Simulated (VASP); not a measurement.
# CO2 (P1) in VASP: notebook, part 2 of 2

VASP 6.6.1. Earlier steps stand in the parts before.

### Step 3. Single point, PBEsol

Contents of INCAR:

```
PREC = Accurate
ENCUT = 520
EDIFF = 1E-7
ISMEAR = 1
SIGMA = 0.15
LREAL = F
LASPH = T
NELM = 100
ALGO = Normal
ISIF = 2
LWAVE = F
LCHARG = F
GGA = PS
NBANDS = 44
```

Contents of KPOINTS:

```
regular mesh
0
Gamma
  3 3 3
```

Contents of POSCAR:

```
CO2
1.0
    5.6282212500     -0.0119793400     -0.0487982600
   -0.0119793400      5.6708580200     -0.0037566500
   -0.0487982600     -0.0037566500      5.6476465600
C O
4 8
Direct
   -0.0024925508      0.9776317774      0.0066188611
    0.4731617830      0.0062945237      0.4869189474
    0.5232431835      0.5096840281     -0.0070140612
    0.9890313165      0.4857928006      0.5012595832
    0.1094675403      0.1219889910      0.1439844167
    0.3523294747      0.8437746096      0.6288415526
    0.6466644286      0.3597236146      0.8611214252
    0.8825564825      0.6414883567      0.3609461120
    0.8761509446      0.8679030230      0.8627655781
    0.6451003150      0.1303646634      0.3784278079
    0.3891733206      0.6342601071      0.1346879034
    0.1357760777      0.3791914180      0.6303983594
```

Potentials or basis: VASP PAW PBE potentials, release 64 (C, O).

Run with:

```console
$ cat potpaw_PBE.64/C/POTCAR potpaw_PBE.64/O/POTCAR > POTCAR
$ mpirun -np 1 vasp_std > vasp.out
```

OUTCAR:

```text
PREC = Accurate
   ENCUT = 520
   EDIFF = 1E-7
   ISMEAR = 1
   LREAL = F
   LASPH = T
   NELM = 100
   ISIF = 2
   GGA = PS

 ion  position               nearest neighbor table
   1  0.998  0.978  0.007-   9 1.22   5 1.28
   2  0.473  0.006  0.487-  10 1.35   6 1.40
   3  0.523  0.510  0.993-  11 1.32   7 1.33
   4  0.989  0.486  0.501-  12 1.25   8 1.33
   5  0.109  0.122  0.144-   1 1.28
   6  0.352  0.844  0.629-   2 1.40
   7  0.647  0.360  0.861-   3 1.33
   8  0.883  0.641  0.361-   4 1.33
   9  0.876  0.868  0.863-   1 1.22
  10  0.645  0.130  0.378-   2 1.35
  11  0.389  0.634  0.135-   3 1.32
  12  0.136  0.379  0.630-   4 1.25

  LATTYP: Found a triclinic cell.
 ALAT       =     7.9042590297
 B/A-ratio  =     0.7145335956
 C/A-ratio  =     0.7174451009
 COS(alpha) =     0.0013093143
 COS(beta)  =     0.0039511673
 COS(gamma) =     0.7022089679

  Lattice vectors:

 A1 = (   5.5794229900,  -0.0157359900,   5.5988483000)
 A2 = (  -0.0487982600,  -0.0037566500,   5.6476465600)
 A3 = (   0.0119793400,  -5.6708580200,   0.0037566500)

Analysis of symmetry for initial positions (statically):
=====================================================================
 Subroutine PRICEL returns:
 Original cell was already a primitive cell.

 Routine SETGRP: Setting up the symmetry group for a
 triclinic supercell.

 Subroutine GETGRP returns: Found  1 space group operations
 (whereof  1 operations were pure point group operations)
 out of a pool of  2 trial point group operations.

The static configuration has the point symmetry C_1 .

Analysis of symmetry for dynamics (positions and initial velocities):
[... 145 lines left out ...]
   GGA     = PS    functional components
   LHFCALC =     F    Hartree Fock is set to
   AEXX    =    0.0000 exact exchange contribution
   IVDW    =     0    specifies the selected vdW correction
   LEPSILON=     F    determine dielectric tensor
   LRPA    =     F    only Hartree local field effects (RPA)
 non-spin polarized calculation
 Methfessel and Paxton  Order N= 1 SIGMA  =   0.15
  energy-cutoff  :      520.00
  volume of cell :      180.24
 maximum number of plane-waves:      4877
 NGX is ok and might be reduce to    42
   NGX = 21   NGY = 21   NGZ = 21

 number of electron      63.9999993 magnetization

 Free energy of the ion-electron system (eV)
  ---------------------------------------------------
  ext. energy  EPLUGINS =         0.00000000
  ---------------------------------------------------
  free energy    TOTEN  =       -88.86081351 eV

  energy without entropy =      -88.88500196  energy(sigma->0) =      -88.86887633

 E-fermi :  -3.2979     XC(G=0):  -8.1575

 val. band max:       -3.3318279788   @ k =   0.0000   0.0000   0.0000
 cond. band min:       0.6581132981   @ k =   0.0000   0.0000   0.0000
 fundamental gap:      3.9899412769
 Fermi energy:        -3.2978565557

 k-point     1 :       0.0000    0.0000    0.0000
  band No.  band energies     occupation
      1     -23.3138      2.00000
      2     -22.9304      2.00000
      3     -22.2461      2.00000
      4     -21.8584      2.00000
      5     -21.7640      2.00000
      6     -21.3375      2.00000
[... 647 lines left out ...]
     43       5.1612      0.00000
     44       5.5622      0.00000

------------------------ aborting loop because EDIFF is reached ----------------------------------------

  FORCE on cell =-STRESS in cart. coord.  units (eV):
  Direction    XX          YY          ZZ          XY          YZ          ZX
  --------------------------------------------------------------------------------------
  -------------------------------------------------------------------------------------
  Total      -27.3440993    -30.7054712    -28.3831832     -0.2006845      1.9021161      5.7233032
  in kB     -243.0644530   -272.9440267   -252.3009751     -1.7839045     16.9081015     50.8750189
  external PRESSURE =    -256.1031516 kB  Pullay stress =       0.0000000 kB

 VOLUME and BASIS-vectors are now :
 -----------------------------------------------------------------------------
  energy-cutoff  :      520.00
  volume of cell :      180.24
      direct lattice vectors                 reciprocal lattice vectors
     5.628221250 -0.011979340 -0.048798260     0.177690144  0.000376377  0.001535575
    -0.011979340  5.670858020 -0.003756650     0.000376377  0.176341033  0.000120549
    -0.048798260 -0.003756650  5.647646560     0.001535575  0.000120549  0.177078253

 POSITION                                       TOTAL-FORCE (eV/Angst)
 -----------------------------------------------------------------------------------
      5.60216      5.53204     -0.01497         0.764784      3.053340      1.175220
      2.63922      0.02820      2.72683         2.718826     -2.215747      1.873545
      2.89037      2.88035      5.58059        -0.467594     -1.504767      0.462180
      5.53621      2.74113      2.78085         1.126847      3.682825     -1.719867
      0.60762      0.68993      0.80737        -3.308322     -4.982929     -4.291099
      1.94219      4.77834      3.53111         4.870676      7.244155     -6.252749
      3.59324      2.02896      4.83040        -4.951854      6.261927      5.275459
      4.94192      3.62586      1.99302         3.476636     -6.348540      5.287609
      4.87867      4.90802      4.82658         2.636208      1.966058      3.173939
      3.61074      0.73013      2.10526        -7.606709     -4.966919      4.369854
      2.17618      3.59163      0.73930         5.350867     -4.760344     -5.764126
      0.72887      2.14635      3.55222        -4.610365      2.570941     -3.589964
 -----------------------------------------------------------------------------------
    total drift:                                0.000925      0.000129      0.000646

  FREE ENERGIE OF THE ION-ELECTRON SYSTEM (eV)
  ---------------------------------------------------
  free  energy   TOTEN  =       -88.8608135120 eV

  energy  without entropy=      -88.8850019611  energy(sigma->0) =      -88.86887633
```

Run time: 84 s. Hardware: 1 thread of AMD EPYC 7R13 (Zen 3), shared host; peak memory 0.25 GiB.

Results:

```
Free energy            : -88.8608 eV
Pressure               : -25.6 GPa
Largest force          : 10.738 eV/Å
Band gap on the k mesh : 3.99 eV
```

Forces in eV/Å, atoms in the order of the input:
```
C    0.765  3.053  1.175
C    2.719 -2.216  1.874
C   -0.468 -1.505  0.462
C    1.127  3.683 -1.720
O   -3.308 -4.983 -4.291
O    4.871  7.244 -6.253
O   -4.952  6.262  5.275
O    3.477 -6.349  5.288
O    2.636  1.966  3.174
O   -7.607 -4.967  4.370
O    5.351 -4.760 -5.764
O   -4.610  2.571 -3.590
```

Caveat: the cell stands under tension; this functional lacks dispersion, which holds the molecules together, so the pressure and a relaxed volume are unreliable; the PAW data sets were made with another functional, which shifts forces and pressure a little.

### Step 4. Single point, PBEsol

Contents of INCAR:

```
SYSTEM = CO2
PREC = Accurate
ENCUT = 520
EDIFF = 1E-7
ISMEAR = 1
SIGMA = 0.15
LREAL = .False.
LASPH = .True.
NELM = 60
ALGO = Normal
ISIF = 2
LWAVE = .False.
LCHARG = .True.
GGA = PS
LELF = .True.
LVHAR = .True.
NBANDS = 44
```

Contents of KPOINTS:

```
regular mesh
0
Gamma
  3 3 3
  0 0 0
```

Contents of POSCAR:

```
CO2
1.0
    5.6282212500     -0.0119793400     -0.0487982600
   -0.0119793400      5.6708580200     -0.0037566500
   -0.0487982600     -0.0037566500      5.6476465600
C O
4 8
Direct
   -0.0048710615      0.9913874546      0.0164641316
    0.4716733519     -0.0073987309      0.4987188937
    0.5230936313      0.5205259282      0.0000847243
    0.9935027723      0.4999554181      0.4875845779
    0.1066069569      0.1129470545      0.1484378542
    0.3377214872      0.8407864981      0.6309278960
    0.6588162201      0.3561014466      0.8562311367
    0.8836644833      0.6389566922      0.3561590841
    0.8730100360      0.8625533384      0.8591252356
    0.6493992321      0.1358998762      0.3746766123
    0.3881304326      0.6340650915      0.1321823245
    0.1395283370      0.3785661896      0.6321204493
```

Run with:

```console
$ cat potpaw_PBE.64/C/POTCAR potpaw_PBE.64/O/POTCAR > POTCAR
$ mpirun -np 1 vasp_std > vasp.out
```

It took 95 s on 1 thread of AMD EPYC 7R13 (Zen 3), shared host; peak memory 0.25 GiB.

Results (log left out):

```
Free energy            : -86.8184 eV
Pressure               : -26.1 GPa
Largest force          : 11.147 eV/Å
Band gap on the k mesh : 3.74 eV (least direct gap 3.75 eV)
```

Forces in eV/Å, atoms in the order of the input:
```
C   -3.567 -3.472 -4.911
C    2.053 -0.626  0.820
C    1.137 -3.598 -1.653
C    3.167 -0.554  2.318
O   -0.968 -1.237 -1.193
O    5.854  6.890 -5.997
O   -5.612  7.009  5.960
O    2.735 -4.160  3.552
O    4.449  4.763  6.028
O   -7.801 -6.056  5.171
O    4.448 -3.465 -4.366
O   -5.896  4.505 -5.728
```

Stress tensor (GPa, compression positive):
```
-26.06  -0.74   5.42
 -0.74 -26.32   2.49
  5.42   2.49 -25.78
```

Levels at points of the mesh, in eV from the valence-band top:
```tsv
k point	band 30	band 31	band 32	band 33	band 34	band 35
(0.00, 0.00, 0.00)	-0.22	-0.05	-0.01	3.74	4.50	4.73
```

Caveat: the cell stands under tension; this functional lacks dispersion, which holds the molecules together, so the pressure and a relaxed volume are unreliable; the PAW data sets were made with another functional, which shifts forces and pressure a little. A k mesh can miss the band edges.

### Step 5. Overview

| cell | gap on the mesh (eV) | pressure (GPa) | largest force (eV/Å) |
| --- | --- | --- | --- |
| as given, atomic positions A | 5.83 | 4.9 | 14.14 |
| as given, atomic positions B | 3.99 | -25.6 | 10.74 |
| as given, atomic positions C | 3.74 | -26.1 | 11.15 |

Alike in all rows: task single point; level PBEsol; potentials or basis VASP PAW PBE potentials, release 64 (C, O); no spin polarisation; k mesh 3 × 3 × 3; cutoff (eV) 520; smearing methfessel-paxton 0.15 eV.

Caveats: this functional lacks dispersion, which holds the molecules together, so the pressure and a relaxed volume are unreliable; the PAW data sets were made with another functional, which shifts forces and pressure a little; the cell stands under tension (at least some runs); the stress differs along the axes, from 2 to 8 GPa (at least some runs).

Total energies depend on the potentials used, so only differences within one code and one set of settings carry meaning.
